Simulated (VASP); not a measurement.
# Ta (P6_3/mmc) in VASP: notebook

Runs on Ta. Level: PBE. Tasks: single point.

Everything below comes from runs of VASP 6.6.1. Logs are shortened: lines on timing, memory, paths and dates and some standing lists are left out, and cuts for length are marked.

### Step 1. The cell of the first run

Symmetry: P6_3/mmc, No. 194, hexagonal system. The conventional cell has a = 2.854 Å, b = 2.854 Å, c = 5.337 Å, α = 90.00°, β = 90.00°, γ = 120.00°. Within 3.8 Å of Ta (site symmetry -6m2) lie 12 Ta at 2.85 to 3.14 Å.

### Step 2. Single point, PBE

Input file INCAR:

```
SYSTEM = Ta
PREC     = Accurate       ! precision mode
ENCUT    = 520            ! plane-wave cutoff, eV
EDIFF    = 1E-6           ! SCF threshold, eV
ISMEAR   = 0              ! smearing method
SIGMA    = 0.15           ! smearing width, eV
LREAL    = .FALSE.        ! projectors in reciprocal space
LASPH    = .TRUE.         ! aspherical terms in the spheres
NELM     = 80             ! most SCF steps
ALGO     = Fast           ! electronic algorithm
ISIF     = 2              ! what is computed and relaxed
LWAVE    = .FALSE.        ! write WAVECAR
LCHARG   = .TRUE.         ! write CHGCAR
GGA      = PE             ! functional
LELF     = .TRUE.         ! ELF
LVHAR    = .TRUE.       
NBANDS   = 18             ! bands
```

Input file KPOINTS:

```
regular mesh
0
G
  21 21 10
  0 0 0
```

Input file POSCAR:

```
Ta
1.0
    2.8535836961      0.0000000000      0.0000000000
   -1.4267918481      2.4712759727      0.0000000000
    0.0000000000      0.0000000000      5.3370790476
Ta
2
Direct
    0.6666666667      0.3333333333      0.7500000000
    0.3333333333      0.6666666667      0.2500000000
```

Potentials or basis: VASP PAW PBE potentials, release 64 (Ta_pv).

Run with:

```sh
cat potpaw_PBE.64/Ta_pv/POTCAR > POTCAR
mpirun -np 1 vasp_std > vasp.out
```

OUTCAR:

```text
SYSTEM = Ta
   PREC = Accurate
   ENCUT = 520
   EDIFF = 1E-6
   ISMEAR = 0
   LREAL = .FALSE.
   LASPH = .TRUE.
   NELM = 80
   ISIF = 2
   GGA = PE

 ion  position               nearest neighbor table
   1  0.667  0.333  0.750-   2 3.14   2 3.14   2 3.14   2 3.14   2 3.14   2 3.14
   2  0.333  0.667  0.250-   1 3.14   1 3.14   1 3.14   1 3.14   1 3.14   1 3.14

  LATTYP: Found a hexagonal cell.
 ALAT       =     2.8535836961
 C/A-ratio  =     1.8703075206

  Lattice vectors:

 A1 = (   2.8535836961,   0.0000000000,   0.0000000000)
 A2 = (  -1.4267918481,   2.4712759727,   0.0000000000)
 A3 = (   0.0000000000,   0.0000000000,   5.3370790476)

Analysis of symmetry for initial positions (statically):
=====================================================================
 Subroutine PRICEL returns:
 Original cell was already a primitive cell.

 Routine SETGRP: Setting up the symmetry group for a
 hexagonal supercell.

 Subroutine GETGRP returns: Found 24 space group operations
 (whereof 12 operations were pure point group operations)
 out of a pool of 24 trial point group operations.

The static configuration has the point symmetry D_3d.
 The point group associated with its full space group is D_6h.

Analysis of symmetry for dynamics (positions and initial velocities):
=====================================================================
 Subroutine PRICEL returns:
 Original cell was already a primitive cell.

 Routine SETGRP: Setting up the symmetry group for a
 hexagonal supercell.

 Subroutine GETGRP returns: Found 24 space group operations
 (whereof 12 operations were pure point group operations)
 out of a pool of 24 trial point group operations.

The dynamic configuration has the point symmetry D_3d.
 The point group associated with its full space group is D_6h.

 Subroutine INISYM returns: Found 24 space group operations
 (whereof 12 operations are pure point group operations),
 and found     1 'primitive' translations

----------------------------------------------------------------------------------------

                                     Primitive cell

  volume of cell :      37.6370

  direct lattice vectors                    reciprocal lattice vectors
     2.853583696  0.000000000  0.000000000     0.350436541  0.202324631  0.000000000
    -1.426791848  2.471275973  0.000000000     0.000000000  0.404649263  0.000000000
     0.000000000  0.000000000  5.337079048     0.000000000  0.000000000  0.187368407

  length of vectors
     2.853583696  2.853583696  5.337079048     0.404649263  0.404649263  0.187368407

  position of ions in fractional coordinates (direct lattice)
     0.666666667  0.333333333  0.750000000
     0.333333333  0.666666667  0.250000000

  ion indices of the primitive-cell ions
   primitive index   ion index
                 1           1
                 2           2

----------------------------------------------------------------------------------------

 KPOINTS: regular mesh

Automatic generation of k-mesh.
 Grid dimensions read from file:
 generate k-points for:   21   21   10

 Generating k-lattice:

  Cartesian coordinates                     Fractional coordinates (reciprocal lattice)
     0.016687454  0.009634506  0.000000000     0.047619048  0.000000000  0.000000000
     0.000000000  0.019269013  0.000000000     0.000000000  0.047619048  0.000000000
     0.000000000  0.000000000  0.018736841     0.000000000  0.000000000  0.100000000

  Length of vectors
     0.019269013  0.019269013  0.018736841

  Shift w.r.t. Gamma in fractional coordinates (k-lattice)
     0.000000000  0.000000000  0.000000000

 Subroutine IBZKPT returns following result:
 ===========================================

 Found    288 irreducible k-points:

 Following reciprocal coordinates:
            Coordinates               Weight
  0.000000  0.000000  0.000000      1.000000
  0.047619  0.000000  0.000000      6.000000
  0.095238  0.000000  0.000000      6.000000
  0.142857  0.000000  0.000000      6.000000
  0.190476  0.000000  0.000000      6.000000
  0.238095  0.000000  0.000000      6.000000
[... 16 lines left out ...]
  0.142857  0.095238  0.000000     12.000000
  0.190476  0.095238  0.000000     12.000000
 [... further k-points ...]
   k-points           NKPTS =    288   k-points in BZ     NKDIM =    288   number of bands    NBANDS=     18
   number of dos      NEDOS =    301   number of ions     NIONS =      2
   total plane-waves  NPLWV =  23040
   dimension x,y,z NGX =    24 NGY =   24 NGZ =   40
   dimension x,y,z NGXF=    48 NGYF=   48 NGZF=   80
   ions per type =               2
   NGX,Y,Z   is equivalent  to a cutoff of  13.98, 13.98, 12.46 a.u.
   NGXF,Y,Z  is equivalent  to a cutoff of  27.96, 27.96, 24.92 a.u.
 SYSTEM =  Ta
   PREC   = accura    normal or accurate (medium, high low for compatibility)
   ISTART =      0    job   : 0-new  1-cont  2-samecut
   ICHARG =      2    charge: 1-file 2-atom 10-const
   ISPIN  =      1    spin polarized calculation?
   LNONCOLLINEAR =      F non collinear calculations
   LSORBIT =      F    spin-orbit coupling
   LASPH  =      T    aspherical Exc in radial PAW
   ENCUT  =  520.0 eV  38.22 Ry    6.18 a.u.   5.31  5.31  9.92*2*pi/ulx,y,z
   NELM   =     80;   NELMIN=  2; NELMDL= -5     # of ELM steps
   EDIFF  = 0.1E-05   stopping-criterion for ELM
   LREAL  =      F    real-space projection
   EDIFFG = 0.1E-04   stopping-criterion for IOM
   NSW    =      0    number of steps for IOM
   IBRION =     -1    ionic relax: 0-MD 1-quasi-New 2-CG
   NFREE  =      0    steps in history (QN), initial steepest desc. (CG)
   ISIF   =      2    stress and relaxation
   ISYM   =      2    0-nonsym 1-usesym 2-fastsym
   POTIM  = 0.5000    time-step for ionic-motion
   TEBEG  =    0.0;   TEEND  =   0.0 temperature during run
   PSTRESS=    0.0 pullay stress
   NELECT =      22.0000    total number of electrons
   NUPDOWN=      -1.0000    fix difference up-down
   EMIN   =  10.00;   EMAX   =-10.00  energy-range for DOS
   EFERMI =   0.00;   METHOD = LEGACY
   ISMEAR =     0;   SIGMA  =   0.15  broadening in eV -4-tet -1-fermi 0-gaus
   EFERMI_NEDOS =   21; number of points for ismear=-14 and -15
   IALGO  =     68    algorithm
   IMIX   =      4    mixing-type and parameters
     AMIX     =   0.40;   BMIX     =  1.00
     AMIX_MAG =   1.60;   BMIX_MAG =  1.00
  volume/ion in A,a.u.               =      18.82       126.99
  Fermi-wavevector in a.u.,A,eV,Ry     =   1.368812  2.586680 25.492516  1.873647
  Thomas-Fermi vector in A             =   2.494743
   LORBIT       =      0    0 simple, 1 ext, 2 COOP (PROOUT), +10 PAW based schemes
   GGA     = PE    functional components
   LHFCALC =     F    Hartree Fock is set to
   AEXX    =    0.0000 exact exchange contribution
   IVDW    =     0    specifies the selected vdW correction
   LEPSILON=     F    determine dielectric tensor
   LRPA    =     F    only Hartree local field effects (RPA)
 non-spin polarized calculation
 RMM-DIIS sequential band-by-band and
 Gauss-broadening in eV      SIGMA  =   0.15
  energy-cutoff  :      520.00
  volume of cell :       37.64
 maximum number of plane-waves:      1034
 NGX is ok and might be reduce to    24
   NGX = 11   NGY = 11   NGZ = 19

 number of electron      21.9999994 magnetization

 Free energy of the ion-electron system (eV)
  ---------------------------------------------------
  ext. energy  EPLUGINS =         0.00000000
  ---------------------------------------------------
  free energy    TOTEN  =       -23.03375800 eV

  energy without entropy =      -23.00420048  energy(sigma->0) =      -23.01897924

 E-fermi :   5.5258     XC(G=0): -12.3700

 val. band max:        5.5182643365   @ k =   0.2857   0.0952   0.0000
 cond. band min:       5.5261233218   @ k =   0.2381   0.0000   0.4000
 fundamental gap:      0.0078589853
 Fermi energy:         5.5258255853

 k-point     1 :       0.0000    0.0000    0.0000
  band No.  band energies     occupation
      1     -28.9661      2.00000
      2     -28.2674      2.00000
      3     -27.9758      2.00000
      4     -27.9758      2.00000
      5     -27.9158      2.00000
      6     -27.9158      2.00000
[... 10 lines left out ...]
     17      10.7763      0.00000
     18      10.7763      0.00000

 k-point     2 :       0.0476    0.0000    0.0000
  band No.  band energies     occupation
      1     -28.9588      2.00000
      2     -28.2670      2.00000
      3     -28.0035      2.00000
      4     -27.9829      2.00000
      5     -27.9440      2.00000
      6     -27.9212      2.00000
[... 10 lines left out ...]
     17      10.8065      0.00000
     18      10.9479      0.00000

 k-point     3 :       0.0952    0.0000    0.0000
  band No.  band energies     occupation
      1     -28.9373      2.00000
      2     -28.2661      2.00000
      3     -28.0837      2.00000
      4     -28.0253      2.00000
      5     -28.0033      2.00000
      6     -27.9369      2.00000
[... 10 lines left out ...]
     17      10.8750      0.00000
     18      11.3753      0.00000

 k-point     4 :       0.1429    0.0000    0.0000
  band No.  band energies     occupation
      1     -28.9028      2.00000
      2     -28.2654      2.00000
      3     -28.2084      2.00000
      4     -28.1503      2.00000
      5     -28.0349      2.00000
      6     -27.9618      2.00000
[... 375 lines left out ...]
      4     -28.2267      2.00000
      5     -28.0494      2.00000
      6     -27.9891      2.00000
[... 10 lines left out ...]
     17      10.8002      0.00000
     18      12.3504      0.00000

 k-point    23 :       0.1429    0.0952    0.0000
  band No.  band energies     occupation
      1     -28.8387      2.00000
      2     -28.3994      2.00000
      3     -28.3680      2.00000
      4     -28.2665      2.00000
      5     -28.0944      2.00000
      6     -28.0295      2.00000
[... 10 lines left out ...]
     17      10.7387      0.00000
     18      13.0061      0.00000

 k-point    24 :       0.1905    0.0952    0.0000
  band No.  band energies     occupation
      1     -28.7865      2.00000
      2     -28.5570      2.00000
      3     -28.5169      2.00000
      4     -28.2700      2.00000
      5     -28.1474      2.00000
      6     -28.0735      2.00000
[... 10 lines left out ...]
     17      10.6760      0.00000
     18      13.1756      0.00000

 [... further k-points ...]
[... 5 lines left out ...]
  --------------------------------------------------------------------------------------
  -------------------------------------------------------------------------------------
  Total        0.9751505      0.9751505     -1.7283149     -0.0000000      0.0000000      0.0000000
  in kB       41.5113366     41.5113366    -73.5729130     -0.0000000      0.0000000      0.0000000
  external PRESSURE =       3.1499201 kB  Pullay stress =       0.0000000 kB

 VOLUME and BASIS-vectors are now :
 -----------------------------------------------------------------------------
  energy-cutoff  :      520.00
  volume of cell :       37.64
      direct lattice vectors                 reciprocal lattice vectors
     2.853583696  0.000000000  0.000000000     0.350436541  0.202324631  0.000000000
    -1.426791848  2.471275973  0.000000000     0.000000000  0.404649263  0.000000000
     0.000000000  0.000000000  5.337079048     0.000000000  0.000000000  0.187368407

 POSITION                                       TOTAL-FORCE (eV/Angst)
 -----------------------------------------------------------------------------------
      1.42679      0.82376      4.00281        -0.000000     -0.000000      0.000000
     -0.00000      1.64752      1.33427         0.000000      0.000000      0.000000
 -----------------------------------------------------------------------------------
    total drift:                                0.000000     -0.000000      0.000000

  FREE ENERGIE OF THE ION-ELECTRON SYSTEM (eV)
  ---------------------------------------------------
  free  energy   TOTEN  =       -23.0337580007 eV

  energy  without entropy=      -23.0042004850  energy(sigma->0) =      -23.01897924
```

Run time: 2.9 min. Hardware: 1 thread of AMD EPYC 9R45 (Zen 5), shared host; peak memory 0.24 GiB.

Results:

```
Free energy            : -23.0338 eV
Pressure               : 0.3 GPa
Band gap on the k mesh : zero (band 11 reaches 7.10 eV, above the bottom of band 12 at 4.76 eV)
```

Stress tensor (GPa, compression positive):
```
 4.15  0.00  0.00
 0.00  4.15  0.00
 0.00  0.00 -7.36
```

Caveat: spin-orbit coupling is left out, which moves the levels of the heavy elements.

(Part 1 of 2 ends here.)
